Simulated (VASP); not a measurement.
The system is Ag.

```
CELL_PARAMETERS angstrom
0.00000 2.04310 2.04310
2.04310 0.00000 2.04310
2.04310 2.04310 0.00000
ATOMIC_POSITIONS crystal
Ag 0.00000 0.00000 0.00000
```

* Program: VASP 6.6.1
* Task: relaxation of cell and atoms
* Functional: LDA
* Potentials or basis: VASP PAW LDA potentials, release 64 (Ag)
* Cutoff: 500 eV
* k mesh: 16 × 16 × 16
* Occupations: fermi-dirac, width 0.05 eV
* Spin: no spin polarisation

At the start: pressure -7.1 GPa; volume 17.06 Å³/atom.

Task: How do energy, volume and symmetry change on relaxing?

Result: Over 3 steps the energy falls by 24.5 meV/atom and the volume is 16.04 Å³/atom (-6.0 %); space group Fm-3m (No. 225, to 0.05 Å).

The path:
```
step  energy change (eV)  largest force (eV/Å)  pressure (GPa)  volume (Å³)
   1              0.0000                0.0000           -7.15        17.06
   2             -0.0060                0.0000            7.99        15.25
   3             -0.0245                0.0000           -0.06        16.04
```

Final structure:
```
Ag
1.0
     0.00000    2.00161    2.00161
     2.00161    0.00000    2.00161
     2.00161    2.00161    0.00000
Ag
1
Direct
  0.00000 0.00000 0.00000
```
